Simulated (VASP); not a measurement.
# Ge (P6_3/mcm) in VASP: a series of runs

Runs on Ge. Level: PBE. Tasks: single point.

Program: VASP 6.6.1. These are calculated values, not measurements. Logs are shortened: lines on timing, memory, paths and dates and some standing lists are left out, and cuts for length are marked.

## Step 1: The cell of the first run

Symmetry: P6_3/mcm, No. 193, hexagonal system. The conventional cell has a = 5.397 Å, b = 5.397 Å, c = 6.369 Å, α = 90.00°, β = 90.00°, γ = 120.00°. Within 3.6 Å of Ge (site symmetry m2m) lie 14 Ge at 2.54 to 3.51 Å. Ge (site symmetry 32) has 11 Ge at 2.54 to 3.18 Å within 3.3 Å.

The cell was generated, and may not be a known phase.

## Step 2: Single point, PBE

INCAR

```
SYSTEM = Ge
ALGO = Normal ; EDIFF = 1E-7
ENCUT = 520 ; GGA = PE
ISIF = 2 ; ISMEAR = 0
LASPH = .TRUE. ; LCHARG = .FALSE.
LREAL = .FALSE. ; LWAVE = .FALSE.
NBANDS = 81 ; NELM = 100
PREC = Accurate ; SIGMA = 0.1
```

KPOINTS

```
k-points
0
G
  6 6 4
  0 0 0
```

POSCAR

```
Ge
1.0
    5.3971769300      0.0000000000      0.0000000000
   -2.6985884600      4.6740923300      0.0000000000
    0.0000000000      0.0000000000      6.3690863700
Ge
10
Direct
    0.2746158900      0.0000000000      0.2500000000
    0.0000000000      0.2746158900      0.2500000000
    0.7253841100      0.7253841100      0.2500000000
    0.7253841100      0.0000000000      0.7500000000
    0.0000000000      0.7253841100      0.7500000000
    0.2746158900      0.2746158900      0.7500000000
    0.3333333300      0.6666666700      0.0000000000
    0.6666666700      0.3333333300      0.5000000000
    0.6666666700      0.3333333300      0.0000000000
    0.3333333300      0.6666666700      0.5000000000
```

Potentials or basis: VASP PAW PBE potentials, release 64 (Ge_d).

Launch:

```sh
cat potpaw_PBE.64/Ge_d/POTCAR > POTCAR
mpirun -np 1 vasp_std > vasp.out
```

OUTCAR:

```text
SYSTEM = Ge
   EDIFF = 1E-7
   ENCUT = 520
   GGA = PE
   ISIF = 2
   ISMEAR = 0
   LASPH = .TRUE.
   LREAL = .FALSE.
   NELM = 100
   PREC = Accurate

 ion  position               nearest neighbor table
   1  0.275  0.000  0.250-   7 2.54  10 2.54   9 2.54   8 2.54   2 2.57   3 2.57
   2  0.000  0.275  0.250-   8 2.54   9 2.54   7 2.54  10 2.54   1 2.57   3 2.57
   3  0.725  0.725  0.250-   8 2.54   9 2.54   7 2.54  10 2.54   2 2.57   1 2.57
   4  0.725  0.000  0.750-   8 2.54   9 2.54   7 2.54  10 2.54   5 2.57   6 2.57
   5  0.000  0.725  0.750-   7 2.54  10 2.54   9 2.54   8 2.54   4 2.57   6 2.57
   6  0.275  0.275  0.750-   7 2.54  10 2.54   9 2.54   8 2.54   5 2.57   4 2.57
   7  0.333  0.667  0.000-   1 2.54   5 2.54   2 2.54   4 2.54   6 2.54   3 2.54
   8  0.667  0.333  0.500-   4 2.54   2 2.54   5 2.54   1 2.54   3 2.54   6 2.54
   9  0.667  0.333  0.000-   4 2.54   2 2.54   5 2.54   1 2.54   3 2.54   6 2.54
  10  0.333  0.667  0.500-   1 2.54   5 2.54   2 2.54   4 2.54   6 2.54   3 2.54

  LATTYP: Found a hexagonal cell.
 ALAT       =     5.3971769300
 C/A-ratio  =     1.1800773724

  Lattice vectors:

 A1 = (   5.3971769300,   0.0000000000,   0.0000000000)
 A2 = (  -2.6985884600,   4.6740923300,   0.0000000000)
 A3 = (   0.0000000000,   0.0000000000,   6.3690863700)

Analysis of symmetry for initial positions (statically):
=====================================================================
 Subroutine PRICEL returns:
 Original cell was already a primitive cell.

 Routine SETGRP: Setting up the symmetry group for a
 hexagonal supercell.

 Subroutine GETGRP returns: Found 24 space group operations
 (whereof 12 operations were pure point group operations)
 out of a pool of 24 trial point group operations.

The static configuration has the point symmetry D_3d.
 The point group associated with its full space group is D_6h.

Analysis of symmetry for dynamics (positions and initial velocities):
=====================================================================
 Subroutine PRICEL returns:
 Original cell was already a primitive cell.

 Routine SETGRP: Setting up the symmetry group for a
 hexagonal supercell.

 Subroutine GETGRP returns: Found 24 space group operations
 (whereof 12 operations were pure point group operations)
 out of a pool of 24 trial point group operations.

The dynamic configuration has the point symmetry D_3d.
 The point group associated with its full space group is D_6h.

 Subroutine INISYM returns: Found 24 space group operations
 (whereof 12 operations are pure point group operations),
 and found     1 'primitive' translations

----------------------------------------------------------------------------------------

                                     Primitive cell

  volume of cell :     160.6723

  direct lattice vectors                    reciprocal lattice vectors
     5.397176930  0.000000000  0.000000000     0.185282049  0.106972641  0.000000000
    -2.698588460  4.674092330  0.000000000     0.000000000  0.213945282  0.000000000
     0.000000000  0.000000000  6.369086370     0.000000000  0.000000000  0.157008391

  length of vectors
     5.397176930  5.397176927  6.369086370     0.213945282  0.213945282  0.157008391

  position of ions in fractional coordinates (direct lattice)
     0.274615890  0.000000000  0.250000000
     0.000000000  0.274615890  0.250000000
     0.725384110  0.725384110  0.250000000
     0.725384110  0.000000000  0.750000000
     0.000000000  0.725384110  0.750000000
     0.274615890  0.274615890  0.750000000
     0.333333330  0.666666670  0.000000000
     0.666666670  0.333333330  0.500000000
     0.666666670  0.333333330  0.000000000
     0.333333330  0.666666670  0.500000000

  ion indices of the primitive-cell ions
   primitive index   ion index
                 1           1
                 2           2
                 3           3
                 4           4
                 5           5
                 6           6
                 7           7
                 8           8
                 9           9
                10          10

----------------------------------------------------------------------------------------

 KPOINTS: k-points

Automatic generation of k-mesh.
 Grid dimensions read from file:
 generate k-points for:    6    6    4

 Generating k-lattice:

  Cartesian coordinates                     Fractional coordinates (reciprocal lattice)
     0.030880341  0.017828773  0.000000000     0.166666667  0.000000000  0.000000000
     0.000000000  0.035657547  0.000000000     0.000000000  0.166666667  0.000000000
     0.000000000  0.000000000  0.039252098     0.000000000  0.000000000  0.250000000

  Length of vectors
     0.035657547  0.035657547  0.039252098

  Shift w.r.t. Gamma in fractional coordinates (k-lattice)
     0.000000000  0.000000000  0.000000000

 Subroutine IBZKPT returns following result:
 ===========================================

 Found     21 irreducible k-points:

 Following reciprocal coordinates:
            Coordinates               Weight
  0.000000  0.000000  0.000000      1.000000
  0.166667  0.000000  0.000000      6.000000
  0.333333  0.000000  0.000000      6.000000
  0.500000  0.000000  0.000000      3.000000
  0.166667  0.166667  0.000000      6.000000
  0.333333  0.166667  0.000000     12.000000
[... 13 lines left out ...]
  0.333333  0.166667  0.500000     12.000000
  0.333333  0.333333  0.500000      2.000000
   k-points           NKPTS =     21   k-points in BZ     NKDIM =     21   number of bands    NBANDS=     81
   number of dos      NEDOS =    301   number of ions     NIONS =     10
   total plane-waves  NPLWV =  76800
   dimension x,y,z NGX =    40 NGY =   40 NGZ =   48
   dimension x,y,z NGXF=    80 NGYF=   80 NGZF=   96
   ions per type =              10
   NGX,Y,Z   is equivalent  to a cutoff of  12.32, 12.32, 12.53 a.u.
   NGXF,Y,Z  is equivalent  to a cutoff of  24.64, 24.64, 25.06 a.u.
 SYSTEM =  Ge
   PREC   = accura    normal or accurate (medium, high low for compatibility)
   ISTART =      0    job   : 0-new  1-cont  2-samecut
   ICHARG =      2    charge: 1-file 2-atom 10-const
   ISPIN  =      1    spin polarized calculation?
   LNONCOLLINEAR =      F non collinear calculations
   LSORBIT =      F    spin-orbit coupling
   LASPH  =      T    aspherical Exc in radial PAW
   ENCUT  =  520.0 eV  38.22 Ry    6.18 a.u.  10.04 10.04 11.84*2*pi/ulx,y,z
   NELM   =    100;   NELMIN=  2; NELMDL= -5     # of ELM steps
   EDIFF  = 0.1E-06   stopping-criterion for ELM
   LREAL  =      F    real-space projection
   EDIFFG = 0.1E-05   stopping-criterion for IOM
   NSW    =      0    number of steps for IOM
   IBRION =     -1    ionic relax: 0-MD 1-quasi-New 2-CG
   NFREE  =      0    steps in history (QN), initial steepest desc. (CG)
   ISIF   =      2    stress and relaxation
   ISYM   =      2    0-nonsym 1-usesym 2-fastsym
   POTIM  = 0.5000    time-step for ionic-motion
   TEBEG  =    0.0;   TEEND  =   0.0 temperature during run
   PSTRESS=    0.0 pullay stress
   NELECT =     140.0000    total number of electrons
   NUPDOWN=      -1.0000    fix difference up-down
   EMIN   =  10.00;   EMAX   =-10.00  energy-range for DOS
   EFERMI =   0.00;   METHOD = LEGACY
   ISMEAR =     0;   SIGMA  =   0.10  broadening in eV -4-tet -1-fermi 0-gaus
   EFERMI_NEDOS =   21; number of points for ismear=-14 and -15
   IALGO  =     38    algorithm
   IMIX   =      4    mixing-type and parameters
     AMIX     =   0.40;   BMIX     =  1.00
     AMIX_MAG =   1.60;   BMIX_MAG =  1.00
  volume/ion in A,a.u.               =      16.07       108.43
  Fermi-wavevector in a.u.,A,eV,Ry     =   1.563641  2.954854 33.265895  2.444974
  Thomas-Fermi vector in A             =   2.666383
   LORBIT       =      0    0 simple, 1 ext, 2 COOP (PROOUT), +10 PAW based schemes
   GGA     = PE    functional components
   LHFCALC =     F    Hartree Fock is set to
   AEXX    =    0.0000 exact exchange contribution
   IVDW    =     0    specifies the selected vdW correction
   LEPSILON=     F    determine dielectric tensor
   LRPA    =     F    only Hartree local field effects (RPA)
 non-spin polarized calculation
 Gauss-broadening in eV      SIGMA  =   0.10
  energy-cutoff  :      520.00
  volume of cell :      160.67
 maximum number of plane-waves:      4354
   NGX = 21   NGY = 21   NGZ = 23

 number of electron     139.9999944 magnetization

 Free energy of the ion-electron system (eV)
  ---------------------------------------------------
  ext. energy  EPLUGINS =         0.00000000
  ---------------------------------------------------
  free energy    TOTEN  =       -39.64286617 eV

  energy without entropy =      -39.61945142  energy(sigma->0) =      -39.63115880

 E-fermi :   8.5819     XC(G=0): -12.0187

 val. band max:        8.5587895649   @ k =   0.3333   0.3333   0.2500
 cond. band min:       8.5891476871   @ k =   0.3333   0.3333   0.2500
 fundamental gap:      0.0303581221
 Fermi energy:         8.5819360131

 k-point     1 :       0.0000    0.0000    0.0000
  band No.  band energies     occupation
      1     -16.4397      2.00000
      2     -16.4397      2.00000
      3     -16.4311      2.00000
      4     -16.4311      2.00000
      5     -16.4296      2.00000
      6     -16.4296      2.00000
[... 73 lines left out ...]
     80      15.2188      0.00000
     81      15.3144      0.00000

 k-point     2 :       0.1667    0.0000    0.0000
  band No.  band energies     occupation
      1     -16.4398      2.00000
      2     -16.4379      2.00000
      3     -16.4341      2.00000
      4     -16.4319      2.00000
      5     -16.4281      2.00000
      6     -16.4280      2.00000
[... 73 lines left out ...]
     80      14.4479      0.00000
     81      14.4630      0.00000
[... 1510 lines left out ...]
     80      13.5526      0.00000
     81      13.6498      0.00000

 k-point    21 :       0.3333    0.3333    0.5000
  band No.  band energies     occupation
      1     -16.4277      2.00000
      2     -16.4277      2.00000
      3     -16.4277      2.00000
      4     -16.4277      2.00000
      5     -16.4251      2.00000
      6     -16.4251      2.00000
[... 73 lines left out ...]
     80      12.2718      0.00000
     81      13.6546      0.00000

------------------------ aborting loop because EDIFF is reached ----------------------------------------

  FORCE on cell =-STRESS in cart. coord.  units (eV):
  Direction    XX          YY          ZZ          XY          YZ          ZX
  --------------------------------------------------------------------------------------
  -------------------------------------------------------------------------------------
  Total       23.0140232     23.0140232     27.3688396      0.0000000      0.0000000      0.0000000
  in kB      229.4890923    229.4890923    272.9140445      0.0000002      0.0000000      0.0000000
  external PRESSURE =     243.9640763 kB  Pullay stress =       0.0000000 kB

 VOLUME and BASIS-vectors are now :
 -----------------------------------------------------------------------------
  energy-cutoff  :      520.00
  volume of cell :      160.67
      direct lattice vectors                 reciprocal lattice vectors
     5.397176930  0.000000000  0.000000000     0.185282049  0.106972641  0.000000000
    -2.698588460  4.674092330  0.000000000     0.000000000  0.213945282  0.000000000
     0.000000000  0.000000000  6.369086370     0.000000000  0.000000000  0.157008391

 POSITION                                       TOTAL-FORCE (eV/Angst)
 -----------------------------------------------------------------------------------
      1.48215      0.00000      1.59227        -0.510617      0.000000     -0.000000
     -0.74108      1.28358      1.59227         0.255309     -0.442207     -0.000000
      1.95751      3.39051      1.59227         0.255309      0.442207     -0.000000
      3.91503      0.00000      4.77681         0.510617      0.000000      0.000000
     -1.95751      3.39051      4.77681        -0.255309      0.442207      0.000000
      0.74108      1.28358      4.77681        -0.255309     -0.442207     -0.000000
     -0.00000      3.11606      0.00000         0.000000     -0.000000     -0.000000
      2.69859      1.55803      3.18454         0.000000      0.000000     -0.000000
      2.69859      1.55803      0.00000         0.000000     -0.000000     -0.000000
     -0.00000      3.11606      3.18454         0.000000     -0.000000     -0.000000
 -----------------------------------------------------------------------------------
    total drift:                                0.000000     -0.000000      0.000000

  FREE ENERGIE OF THE ION-ELECTRON SYSTEM (eV)
  ---------------------------------------------------
  free  energy   TOTEN  =       -39.6428661696 eV

  energy  without entropy=      -39.6194514222  energy(sigma->0) =      -39.63115880
```

Wall time 5.9 min (1 thread of Intel Xeon Platinum 8488C (Sapphire Rapids), shared host); peak memory 0.34 GiB.

What came out:

```
Free energy            : -39.6429 eV
Pressure               : 24.4 GPa
Largest force          : 0.511 eV/Å
Band gap on the k mesh : zero (bands 70 and 71 overlap by 1.98 eV)
```

Forces in eV/Å, atoms in the order of the input:
```
Ge  -0.511  0.000  0.000
Ge   0.255 -0.442  0.000
Ge   0.255  0.442  0.000
Ge   0.511  0.000  0.000
Ge  -0.255  0.442  0.000
Ge  -0.255 -0.442  0.000
Ge   0.000  0.000  0.000
Ge   0.000  0.000  0.000
Ge   0.000  0.000  0.000
Ge   0.000  0.000  0.000
```

Caveat: the cell stands under pressure.

[end of part 1 of 2]

The gap in the log of VASP goes by the Fermi energy; the results here count the filled bands.